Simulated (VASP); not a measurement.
# MgS in VASP: single point with PBE

Aim: the single point of MgS with PBE.

Everything below comes from runs of VASP 6.6.1. Logs are shortened: lines on timing, memory, paths and dates and some standing lists are left out, and cuts for length are marked.

**1. The cell of the first run**

The cell holds a wire with vacuum, 2 atoms: a = 11.100 Å, b = 9.300 Å, c = 4.383 Å, α = 90.00°, β = 90.00°, γ = 90.00°.

**2. Single point, PBE, collinear spin, ferromagnetic start**

Input file INCAR:

```
  ALGO = Normal
  EDIFF = 1E-6
  ENCUT = 520
  GGA = PE
  ISIF = 2
  ISMEAR = 0
  ISPIN = 2
  LASPH = T
  LCHARG = T
  LELF = T
  LORBIT = 11
  LREAL = F
  LVHAR = T
  LWAVE = F
  MAGMOM = 0.5 0.5
  NBANDS = 15
  NELM = 150
  PREC = Accurate
  SIGMA = 0.05
```

Input file KPOINTS:

```
k-points
0
Gamma
  1 1 26
```

Input file POSCAR:

```
MgS
1.0
   11.1000000000      0.0000000000      0.0000000000
    0.0000000000      9.3000000000      0.0000000000
    0.0000000000      0.0000000000      4.3832387768
Mg S
1 1
Direct
    0.4791865042      0.5000000000      0.0000000000
    0.5208134958      0.5000000000      0.5000000000
```

Potentials or basis: VASP PAW PBE potentials, release 64 (Mg, S).

Launch:

```
$ cat potpaw_PBE.64/Mg/POTCAR potpaw_PBE.64/S/POTCAR > POTCAR
$ mpirun -np 1 vasp_std > vasp.out
```

OUTCAR:

```text
EDIFF = 1E-6
   ENCUT = 520
   GGA = PE
   ISIF = 2
   ISMEAR = 0
   ISPIN = 2
   LASPH = T
   LORBIT = 11
   LREAL = F
   NELM = 150
   PREC = Accurate

 ion  position               nearest neighbor table
   1  0.479  0.500  0.000-   2 2.24   2 2.24
   2  0.521  0.500  0.500-   1 2.24   1 2.24

  LATTYP: Found a simple orthorhombic cell.
 ALAT       =     4.3832387768
 B/A-ratio  =     2.1217187732
 C/A-ratio  =     2.5323740196

  Lattice vectors:

 A1 = (   0.0000000000,   0.0000000000,  -4.3832387768)
 A2 = (   0.0000000000,   9.3000000000,   0.0000000000)
 A3 = (  11.1000000000,   0.0000000000,   0.0000000000)

Analysis of symmetry for initial positions (statically):
=====================================================================
 Subroutine PRICEL returns:
 Original cell was already a primitive cell.

 Routine SETGRP: Setting up the symmetry group for a
 simple orthorhombic supercell.

 Subroutine GETGRP returns: Found  4 space group operations
 (whereof  4 operations were pure point group operations)
 out of a pool of  8 trial point group operations.

The static configuration has the point symmetry C_2v.

Analysis of symmetry for dynamics (positions and initial velocities):
=====================================================================
 Subroutine PRICEL returns:
 Original cell was already a primitive cell.

 Routine SETGRP: Setting up the symmetry group for a
 simple orthorhombic supercell.

 Subroutine GETGRP returns: Found  4 space group operations
 (whereof  4 operations were pure point group operations)
 out of a pool of  8 trial point group operations.

The dynamic configuration has the point symmetry C_2v.

Analysis of structural, dynamic, and magnetic symmetry:
=====================================================================
 Subroutine PRICEL returns:
 Original cell was already a primitive cell.

 Routine SETGRP: Setting up the symmetry group for a
 simple orthorhombic supercell.

 Subroutine GETGRP returns: Found  4 space group operations
 (whereof  4 operations were pure point group operations)
 out of a pool of  8 trial point group operations.

The overall configuration has the point symmetry C_2v.

 Subroutine INISYM returns: Found  4 space group operations
 (whereof  4 operations are pure point group operations),
 and found     1 'primitive' translations

----------------------------------------------------------------------------------------

                                     Primitive cell

  volume of cell :     452.4817

  direct lattice vectors                    reciprocal lattice vectors
    11.100000000  0.000000000  0.000000000     0.090090090  0.000000000  0.000000000
     0.000000000  9.300000000  0.000000000     0.000000000  0.107526882  0.000000000
     0.000000000  0.000000000  4.383238777     0.000000000  0.000000000  0.228141804

  length of vectors
    11.100000000  9.300000000  4.383238777     0.090090090  0.107526882  0.228141804

  position of ions in fractional coordinates (direct lattice)
     0.479186504  0.500000000  0.000000000
     0.520813496  0.500000000  0.500000000

  ion indices of the primitive-cell ions
   primitive index   ion index
                 1           1
                 2           2

----------------------------------------------------------------------------------------

 KPOINTS: k-points

Automatic generation of k-mesh.
 Grid dimensions read from file:
 generate k-points for:    1    1   26

 Generating k-lattice:

  Cartesian coordinates                     Fractional coordinates (reciprocal lattice)
     0.090090090  0.000000000  0.000000000     1.000000000  0.000000000  0.000000000
     0.000000000  0.107526882  0.000000000     0.000000000  1.000000000  0.000000000
     0.000000000  0.000000000  0.008774685     0.000000000  0.000000000  0.038461538

  Length of vectors
     0.090090090  0.107526882  0.008774685

  Shift w.r.t. Gamma in fractional coordinates (k-lattice)
[... 32 lines left out ...]
   PREC   = accura    normal or accurate (medium, high low for compatibility)
   ISTART =      0    job   : 0-new  1-cont  2-samecut
   ICHARG =      2    charge: 1-file 2-atom 10-const
   ISPIN  =      2    spin polarized calculation?
   LNONCOLLINEAR =      F non collinear calculations
   LSORBIT =      F    spin-orbit coupling
   LASPH  =      T    aspherical Exc in radial PAW
   ENCUT  =  520.0 eV  38.22 Ry    6.18 a.u.  20.64 17.29  8.15*2*pi/ulx,y,z
   NELM   =    150;   NELMIN=  2; NELMDL= -5     # of ELM steps
   EDIFF  = 0.1E-05   stopping-criterion for ELM
   LREAL  =      F    real-space projection
   EDIFFG = 0.1E-04   stopping-criterion for IOM
   NSW    =      0    number of steps for IOM
   IBRION =     -1    ionic relax: 0-MD 1-quasi-New 2-CG
   NFREE  =      0    steps in history (QN), initial steepest desc. (CG)
   ISIF   =      2    stress and relaxation
   ISYM   =      2    0-nonsym 1-usesym 2-fastsym
   POTIM  = 0.5000    time-step for ionic-motion
   TEBEG  =    0.0;   TEEND  =   0.0 temperature during run
   PSTRESS=    0.0 pullay stress
   NELECT =       8.0000    total number of electrons
   NUPDOWN=      -1.0000    fix difference up-down
   EMIN   =  10.00;   EMAX   =-10.00  energy-range for DOS
   EFERMI =   0.00;   METHOD = LEGACY
   ISMEAR =     0;   SIGMA  =   0.05  broadening in eV -4-tet -1-fermi 0-gaus
   EFERMI_NEDOS =   21; number of points for ismear=-14 and -15
   IALGO  =     38    algorithm
   IMIX   =      4    mixing-type and parameters
     AMIX     =   0.40;   BMIX     =  1.00
     AMIX_MAG =   1.60;   BMIX_MAG =  1.00
  volume/ion in A,a.u.               =     226.24      1526.75
  Fermi-wavevector in a.u.,A,eV,Ry     =   0.426486  0.805941  2.474764  0.181890
  Thomas-Fermi vector in A             =   1.392535
   LORBIT       =     11    0 simple, 1 ext, 2 COOP (PROOUT), +10 PAW based schemes
   GGA     = PE    functional components
   LHFCALC =     F    Hartree Fock is set to
   AEXX    =    0.0000 exact exchange contribution
   IVDW    =     0    specifies the selected vdW correction
   LEPSILON=     F    determine dielectric tensor
   LRPA    =     F    only Hartree local field effects (RPA)
 spin polarized calculation
 Gauss-broadening in eV      SIGMA  =   0.05
  energy-cutoff  :      520.00
  volume of cell :      452.48
 maximum number of plane-waves:     12244
 NGX is ok and might be reduce to    84
   NGX = 41   NGY = 35   NGZ = 17

 number of electron       8.0000000 magnetization      -0.0000480

 number of electron       8.0000000 magnetization       0.0000146

 Free energy of the ion-electron system (eV)
  ---------------------------------------------------
  ext. energy  EPLUGINS =         0.00000000
  ---------------------------------------------------
  free energy    TOTEN  =        -6.40586363 eV

  energy without entropy =       -6.40586363  energy(sigma->0) =       -6.40586363

 E-fermi :  -4.6523     XC(G=0):  -1.7488

 val. band max:       -4.8735607070   @ k =   0.0000   0.0000   0.5000
 cond. band min:      -2.0530269099   @ k =   0.0000   0.0000   0.0000
 fundamental gap:      2.8205337971
 Fermi energy:        -4.6523351221

 spin component 1

 k-point     1 :       0.0000    0.0000    0.0000
  band No.  band energies     occupation
      1     -15.2545      1.00000
      2      -6.3345      1.00000
      3      -5.3771      1.00000
      4      -5.2167      1.00000
      5      -2.0530      0.00000
      6       0.2907      0.00000
      7       0.6233      0.00000
      8       0.7500      0.00000
      9       1.1246      0.00000
     10       1.9685      0.00000
     11       2.0629      0.00000
     12       2.6420      0.00000
     13       2.7070      0.00000
     14       3.2551      0.00000
[... 220 lines left out ...]
      1     -15.0383      1.00000
      2      -7.7436      1.00000
      3      -4.9800      1.00000
      4      -4.8736      1.00000
      5      -0.8771      0.00000
      6      -0.2058      0.00000
      7       1.1706      0.00000
      8       1.4089      0.00000
      9       2.7363      0.00000
     10       2.7965      0.00000
     11       3.0256      0.00000
     12       3.1100      0.00000
     13       3.1947      0.00000
     14       3.5346      0.00000
     15       3.5875      0.00000
 Fermi energy:        -4.6523351221

 spin component 2

 k-point     1 :       0.0000    0.0000    0.0000
  band No.  band energies     occupation
      1     -15.2545      1.00000
      2      -6.3345      1.00000
      3      -5.3771      1.00000
      4      -5.2167      1.00000
      5      -2.0530      0.00000
      6       0.2895      0.00000
      7       0.6218      0.00000
      8       0.7498      0.00000
      9       1.1244      0.00000
     10       1.9680      0.00000
     11       2.0574      0.00000
     12       2.6377      0.00000
     13       2.6993      0.00000
     14       3.2550      0.00000
[... 221 lines left out ...]
      2      -7.7436      1.00000
      3      -4.9800      1.00000
      4      -4.8736      1.00000
      5      -0.8771      0.00000
      6      -0.2058      0.00000
      7       1.1706      0.00000
      8       1.4084      0.00000
      9       2.7331      0.00000
     10       2.7967      0.00000
     11       3.0250      0.00000
     12       3.1083      0.00000
     13       3.1942      0.00000
     14       3.5342      0.00000
     15       3.5803      0.00000

------------------------ aborting loop because EDIFF is reached ----------------------------------------

  FORCE on cell =-STRESS in cart. coord.  units (eV):
  Direction    XX          YY          ZZ          XY          YZ          ZX
  --------------------------------------------------------------------------------------
  -------------------------------------------------------------------------------------
  Total       -0.0264229      0.0179200      0.0285410      0.0000000      0.0000000      0.0000000
  in kB       -0.0935599      0.0634524      0.1010599      0.0000000      0.0000000      0.0000000
  external PRESSURE =       0.0236508 kB  Pullay stress =       0.0000000 kB

 VOLUME and BASIS-vectors are now :
 -----------------------------------------------------------------------------
  energy-cutoff  :      520.00
  volume of cell :      452.48
      direct lattice vectors                 reciprocal lattice vectors
    11.100000000  0.000000000  0.000000000     0.090090090  0.000000000  0.000000000
     0.000000000  9.300000000  0.000000000     0.000000000  0.107526882  0.000000000
     0.000000000  0.000000000  4.383238777     0.000000000  0.000000000  0.228141804

 POSITION                                       TOTAL-FORCE (eV/Angst)
 -----------------------------------------------------------------------------------
      5.31897      4.65000      0.00000         0.003008      0.000000      0.000000
      5.78103      4.65000      2.19162        -0.003008      0.000000      0.000000
 -----------------------------------------------------------------------------------
    total drift:                                0.000121      0.000000     -0.000000

  FREE ENERGIE OF THE ION-ELECTRON SYSTEM (eV)
  ---------------------------------------------------
  free  energy   TOTEN  =        -6.4058636260 eV

  energy  without entropy=       -6.4058636260  energy(sigma->0) =       -6.40586363

 total charge

# of ion       s       p       d       tot
------------------------------------------
    1        0.184   0.139   0.033   0.355
    2        1.311   2.467   0.000   3.778
--------------------------------------------------
tot          1.495   2.606   0.033   4.134

 magnetization (x)

# of ion       s       p       d       tot
------------------------------------------
    1        0.000   0.000  -0.000   0.000
    2       -0.000  -0.000   0.000  -0.000
--------------------------------------------------
tot          0.000  -0.000  -0.000  -0.000
```

Run time: 6.5 min. Hardware: 1 thread of Intel Xeon 6975P-C, shared host; peak memory 0.69 GiB.

What came out:

- Free energy: -6.4059 eV
- Largest force: 0.003 eV/Å
- Band gap on the k mesh: 2.82 eV, indirect (least direct gap 3.16 eV)
- Net moment: 0.00 μB per cell
- Valence electrons inside the program's atomic spheres: Mg 0.35; S 3.78

Forces in eV/Å, atoms in the order of the input:
```
Mg   0.003  0.000  0.000
S   -0.003  0.000  0.000
```
